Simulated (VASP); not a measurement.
# Si3N4 (Fd-3m) in VASP: relaxation of the atoms with PBE

Aim: the relaxation of the atoms of Si3N4 with PBE.

Program: VASP 6.6.1. These are calculated values, not measurements. Logs are shortened: lines on timing, memory, paths and dates and some standing lists are left out, and cuts for length are marked.

### 1 The cell of the first run

Symmetry: Fd-3m, No. 227, cubic system. Conventional cell: a = 7.548 Å, b = 7.548 Å, c = 7.548 Å, α = 90.00°, β = 90.00°, γ = 90.00°. Within 2.4 Å of Si (site symmetry -3m) lie 6 N at 1.83 Å. Si (site symmetry -43m) has 4 N at 1.73 Å within 2.3 Å. Within 2.3 Å of N (site symmetry 3m) lie 4 Si at 1.73 to 1.83 Å.

### 2 Relaxation of the atoms, PBE (7.68 Å³/atom)

The input, INCAR:

```
SYSTEM = Si3N4
PREC = Accurate ; ENCUT = 520
EDIFF = 1E-7 ; ISMEAR = 0
SIGMA = 0.02 ; LREAL = .False.
LASPH = .True. ; NELM = 120
ALGO = Normal ; ISIF = 2
LWAVE = .False. ; LCHARG = .False.
GGA = PE ; IBRION = 2
NSW = 50 ; EDIFFG = -0.01
GGA_COMPAT = .False. ; NELMIN = 4
```

The input, KPOINTS:

```
regular mesh
0
Gamma
  6 6 6
  0 0 0
```

The input, POSCAR:

```
Si3N4
1.0
    0.0000000000      3.7740689743      3.7740689743
    3.7740689743      0.0000000000      3.7740689743
    3.7740689743      3.7740689743      0.0000000000
Si N
6 8
Direct
    0.1250000000      0.1250000000      0.6250000000
    0.1250000000      0.6250000000      0.1250000000
    0.6250000000      0.1250000000      0.1250000000
    0.1250000000      0.1250000000      0.1250000000
    0.7500000000      0.7500000000      0.7500000000
    0.5000000000      0.5000000000      0.5000000000
    0.3678676976      0.3678676976      0.3678676976
    0.3536030928      0.8821323024      0.8821323024
    0.8821323024      0.8821323024      0.3536030928
    0.8821323024      0.3536030928      0.8821323024
    0.3678676976      0.3678676976      0.8963969072
    0.3678676976      0.8963969072      0.3678676976
    0.8821323024      0.8821323024      0.8821323024
    0.8963969072      0.3678676976      0.3678676976
```

Potentials or basis: VASP PAW PBE potentials, release 64 (Si, N).

The run is started by

```console
$ cat potpaw_PBE.64/Si/POTCAR potpaw_PBE.64/N/POTCAR > POTCAR
$ mpirun -np 1 vasp_std > vasp.out
```

OUTCAR:

```text
SYSTEM = Si3N4
   PREC = Accurate
   ENCUT = 520
   EDIFF = 1E-7
   ISMEAR = 0
   LREAL = .False.
   LASPH = .True.
   NELM = 120
   ISIF = 2
   GGA = PE
   IBRION = 2
   NSW = 50
   EDIFFG = -0.01
   NELMIN = 4

 ion  position               nearest neighbor table
   1  0.125  0.125  0.625-   7 1.83  13 1.83  10 1.83  12 1.83   8 1.83  14 1.83   4 2.67   2 2.67
                             3 2.67   4 2.67   2 2.67   3 2.67   6 3.13   5 3.13   5 3.13   6 3.13
   2  0.125  0.625  0.125-   7 1.83  13 1.83   9 1.83  11 1.83   8 1.83  14 1.83   4 2.67   1 2.67
                             1 2.67   3 2.67   4 2.67   3 2.67   6 3.13   6 3.13   5 3.13   5 3.13
   3  0.625  0.125  0.125-   7 1.83  13 1.83  10 1.83  11 1.83  12 1.83   9 1.83   4 2.67   1 2.67
                             2 2.67   1 2.67   2 2.67   4 2.67   6 3.13   6 3.13   6 3.13   5 3.13
   4  0.125  0.125  0.125-   8 1.83   9 1.83  10 1.83  11 1.83  12 1.83  14 1.83   1 2.67   2 2.67
                             3 2.67   1 2.67   2 2.67   3 2.67   5 3.13   6 3.13   5 3.13   6 3.13
   5  0.750  0.750  0.750-   8 1.73   9 1.73  10 1.73  13 1.73   2 3.13   3 3.13   1 3.13   2 3.13
                             3 3.13   4 3.13   1 3.13   3 3.13   4 3.13   1 3.13   2 3.13   4 3.13
   6  0.500  0.500  0.500-  11 1.73  12 1.73  14 1.73   7 1.73   3 3.13   4 3.13   2 3.13   3 3.13
                             4 3.13   1 3.13   2 3.13   3 3.13   1 3.13   2 3.13   4 3.13   1 3.13
   7  0.368  0.368  0.368-   6 1.73   2 1.83   3 1.83   1 1.83
   8  0.354  0.882  0.882-   5 1.73   4 1.83   1 1.83   2 1.83
   9  0.882  0.882  0.354-   5 1.73   4 1.83   2 1.83   3 1.83
  10  0.882  0.354  0.882-   5 1.73   4 1.83   1 1.83   3 1.83
  11  0.368  0.368  0.896-   6 1.73   4 1.83   2 1.83   3 1.83
  12  0.368  0.896  0.368-   6 1.73   4 1.83   1 1.83   3 1.83
  13  0.882  0.882  0.882-   5 1.73   2 1.83   3 1.83   1 1.83
  14  0.896  0.368  0.368-   6 1.73   4 1.83   1 1.83   2 1.83

  LATTYP: Found a face centered cubic cell.
 ALAT       =     7.5481379486

  Lattice vectors:

 A1 = (   0.0000000000,   3.7740689743,   3.7740689743)
 A2 = (   3.7740689743,   0.0000000000,   3.7740689743)
 A3 = (   3.7740689743,   3.7740689743,   0.0000000000)

Analysis of symmetry for initial positions (statically):
=====================================================================
 Subroutine PRICEL returns:
 Original cell was already a primitive cell.

 Routine SETGRP: Setting up the symmetry group for a
 face centered cubic supercell.

 Subroutine GETGRP returns: Found 48 space group operations
 (whereof 24 operations were pure point group operations)
 out of a pool of 48 trial point group operations.

The static configuration has the point symmetry T_d .
 The point group associated with its full space group is O_h .

Analysis of symmetry for dynamics (positions and initial velocities):
=====================================================================
 Subroutine PRICEL returns:
 Original cell was already a primitive cell.

 Routine SETGRP: Setting up the symmetry group for a
[... 121 lines left out ...]
   NELM   =    120;   NELMIN=  4; NELMDL= -5     # of ELM steps
   EDIFF  = 0.1E-06   stopping-criterion for ELM
   LREAL  =      F    real-space projection
   EDIFFG = -.1E-01   stopping-criterion for IOM
   NSW    =     50    number of steps for IOM
   IBRION =      2    ionic relax: 0-MD 1-quasi-New 2-CG
   NFREE  =      1    steps in history (QN), initial steepest desc. (CG)
   ISIF   =      2    stress and relaxation
   ISYM   =      2    0-nonsym 1-usesym 2-fastsym
   POTIM  = 0.5000    time-step for ionic-motion
   TEBEG  =    0.0;   TEEND  =   0.0 temperature during run
   PSTRESS=    0.0 pullay stress
   NELECT =      64.0000    total number of electrons
   NUPDOWN=      -1.0000    fix difference up-down
   EMIN   =  10.00;   EMAX   =-10.00  energy-range for DOS
   EFERMI =   0.00;   METHOD = LEGACY
   ISMEAR =     0;   SIGMA  =   0.02  broadening in eV -4-tet -1-fermi 0-gaus
   EFERMI_NEDOS =   21; number of points for ismear=-14 and -15
   IALGO  =     38    algorithm
   IMIX   =      4    mixing-type and parameters
     AMIX     =   0.40;   BMIX     =  1.00
     AMIX_MAG =   1.60;   BMIX_MAG =  1.00
  volume/ion in A,a.u.               =       7.68        51.82
  Fermi-wavevector in a.u.,A,eV,Ry     =   1.377151  2.602439 25.804071  1.896546
  Thomas-Fermi vector in A             =   2.502331
   LORBIT       =      0    0 simple, 1 ext, 2 COOP (PROOUT), +10 PAW based schemes
   GGA     = PE    functional components
   LHFCALC =     F    Hartree Fock is set to
   AEXX    =    0.0000 exact exchange contribution
   IVDW    =     0    specifies the selected vdW correction
   LEPSILON=     F    determine dielectric tensor
   LRPA    =     F    only Hartree local field effects (RPA)
 conjugate gradient relaxation of ions
 non-spin polarized calculation
 Gauss-broadening in eV      SIGMA  =   0.02
  energy-cutoff  :      520.00
  volume of cell :      107.51
 maximum number of plane-waves:      2914
   NGX = 19   NGY = 19   NGZ = 19

--------------------------------------- Ionic step        1  -------------------------------------------

 number of electron      64.0000000 magnetization

 Free energy of the ion-electron system (eV)
  ---------------------------------------------------
  ext. energy  EPLUGINS =         0.00000000
  ---------------------------------------------------
  free energy    TOTEN  =      -111.45706609 eV

  energy without entropy =     -111.45706609  energy(sigma->0) =     -111.45706609

------------------------ aborting loop because EDIFF is reached ----------------------------------------

  FORCE on cell =-STRESS in cart. coord.  units (eV):
  Direction    XX          YY          ZZ          XY          YZ          ZX
  --------------------------------------------------------------------------------------
  -------------------------------------------------------------------------------------
  Total       22.4560323     22.4560323     22.4560323     -0.0000000      0.0000000      0.0000000
  in kB      334.6448234    334.6448234    334.6448234     -0.0000000      0.0000000      0.0000000
  external PRESSURE =     334.6448234 kB  Pullay stress =       0.0000000 kB
[... 83 lines left out ...]
--------------------------------------- Ionic step        3  -------------------------------------------

 number of electron      64.0000000 magnetization

 Free energy of the ion-electron system (eV)
  ---------------------------------------------------
  ext. energy  EPLUGINS =         0.00000000
  ---------------------------------------------------
  free energy    TOTEN  =      -111.45810764 eV

  energy without entropy =     -111.45810764  energy(sigma->0) =     -111.45810764

 E-fermi :  10.5509     XC(G=0): -12.6743

 val. band max:       10.3793316690   @ k =  -0.1667   0.1667   0.0000
 cond. band min:      14.0895963448   @ k =   0.0000   0.0000   0.0000
 fundamental gap:      3.7102646758
 Fermi energy:        10.5508549607

 k-point     1 :       0.0000    0.0000    0.0000
  band No.  band energies     occupation
      1      -9.3383      2.00000
      2      -5.6917      2.00000
      3      -4.7096      2.00000
      4      -4.7096      2.00000
      5      -4.7096      2.00000
      6      -3.5893      2.00000
[... 718 lines left out ...]
  FREE ENERGIE OF THE ION-ELECTRON SYSTEM (eV)
  ---------------------------------------------------
  free  energy   TOTEN  =      -111.4581076450 eV

  energy  without entropy=     -111.4581076450  energy(sigma->0) =     -111.45810764

 reached required accuracy - stopping structural energy minimisation
```

OSZICAR:

```text
N       E                     dE             d eps       ncg     rms          rms(c)
DAV:   1     0.300314148452E+03    0.30031E+03   -0.33692E+04  1280   0.154E+03
[... 27 lines left out ...]
DAV:   2    -0.111458301453E+03    0.15771E-04   -0.10311E-02  1496   0.567E-01    0.916E-02
DAV:   3    -0.111458101966E+03    0.19949E-03   -0.76125E-04  1584   0.162E-01    0.405E-02
DAV:   4    -0.111458108517E+03   -0.65512E-05   -0.19176E-04  1504   0.671E-02    0.349E-02
DAV:   5    -0.111458110746E+03   -0.22290E-05   -0.20170E-05  1704   0.284E-02    0.946E-03
DAV:   6    -0.111458107549E+03    0.31972E-05   -0.13168E-05  1488   0.215E-02    0.225E-03
DAV:   7    -0.111458107637E+03   -0.88081E-07   -0.12558E-06  1536   0.564E-03    0.127E-03
DAV:   8    -0.111458107645E+03   -0.82709E-08   -0.47884E-08   944   0.115E-03
   3 F= -.11145811E+03 E0= -.11145811E+03  d E =-.104156E-02
```

Run time: 6.4 min. Hardware: 1 thread of Intel Xeon 8259CL, shared host; peak memory 0.26 GiB.

What came out:

| Property | Result |
| --- | --- |
| Free energy | -111.4581 eV |
| Energy gained by relaxing | 0.1 meV/atom |
| Ionic steps | 3 |
| Pressure after relaxing | 33.4 GPa |
| Band gap on the k mesh | 3.71 eV (least direct gap 3.72 eV) |

The path:
| step | energy change (eV) | largest force (eV/Å) | pressure (GPa) |
| --- | --- | --- | --- |
| 1 | 0.0000 | 0.1231 | 33.46 |
| 2 | 0.0024 | 0.2230 | 33.24 |
| 3 | -0.0010 | 0.0003 | 33.38 |

Final structure:
```xyz
14
Lattice="0.0000 3.7741 3.7741 3.7741 0.0000 3.7741 3.7741 3.7741 0.0000" Properties=species:S:1:pos:R:3 pbc="T T T"
Si    2.8306    2.8306    0.9435
Si    2.8306    0.9435    2.8306
Si    0.9435    2.8306    2.8306
Si    0.9435    0.9435    0.9435
Si    5.6611    5.6611    5.6611
Si    3.7741    3.7741    3.7741
N     2.7779    2.7779    2.7779
N     6.6572    4.6650    4.6650
N     4.6650    4.6650    6.6572
N     4.6650    6.6572    4.6650
N     4.7702    4.7702    2.7779
N     4.7702    2.7779    4.7702
N     6.6572    6.6572    6.6572
N     2.7779    4.7702    4.7702
```

Levels at points of the mesh, in eV from the valence-band top:
```
           k point  band 29  band 30  band 31  band 32  band 33  band 34  band 35  band 36
(0.00, 0.00, 0.00)    -0.24    -0.01    -0.01    -0.01     3.71     3.71     3.71     5.43
(0.50, 0.00, 0.00)    -0.49    -0.49    -0.43    -0.43     5.33     6.05     6.05     7.02
(0.50, 0.50, 0.00)    -1.21    -1.21    -0.55    -0.55     7.08     7.08     7.40     7.40
```

A k mesh can miss the band edges.
